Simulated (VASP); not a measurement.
Hg:

```
CELL_PARAMETERS angstrom
0.00000 3.33034 3.33034
3.33034 0.00000 3.33034
3.33034 3.33034 0.00000
ATOMIC_POSITIONS crystal
Hg 0.87500 0.87500 0.87500
Hg 0.12500 0.12500 0.12500
```

| Quantity | Value |
| --- | --- |
| Program | VASP 6.6.1 |
| Task | relaxation of cell and atoms |
| Functional | PBE |
| Potentials or basis | VASP PAW PBE potentials, release 64 (Hg) |
| Cutoff | 600 eV |
| k mesh | 11 × 11 × 11 |
| Occupations | fermi-dirac, width 0.05 eV |
| Spin | no spin polarisation |

At the start: pressure 2.3 GPa; volume 36.94 Å³/atom.

Question: Where does the relaxation end?

Answer: Over 7 steps the energy falls by 67.1 meV/atom and the volume is 57.17 Å³/atom (+54.8 %); space group Fd-3m (No. 227, to 0.1 Å) before and after.

The path:
```
step  energy change (eV)  largest force (eV/Å)  pressure (GPa)  volume (Å³)
   1              0.0000                0.0000            2.33        73.87
   2             -0.0613                0.0000            1.23        79.78
   3             -0.1025                0.0000            0.39        88.11
   4             -0.1309                0.0000            0.14       106.46
   5             -0.0950                0.0000           -0.32       150.47
   6             -0.1341                0.0000           -0.03       115.98
   7             -0.1342                0.0000            0.00       114.34
```

Final structure:
```
Hg
1.0
     0.00000    3.85232    3.85232
     3.85232    0.00000    3.85232
     3.85232    3.85232    0.00000
Hg
2
Cartesian
  6.7416 6.7416 6.7416
  0.9631 0.9631 0.9631
```

Caveat: the volume moved by over 15 % at a fixed basis, so the end points are rough.
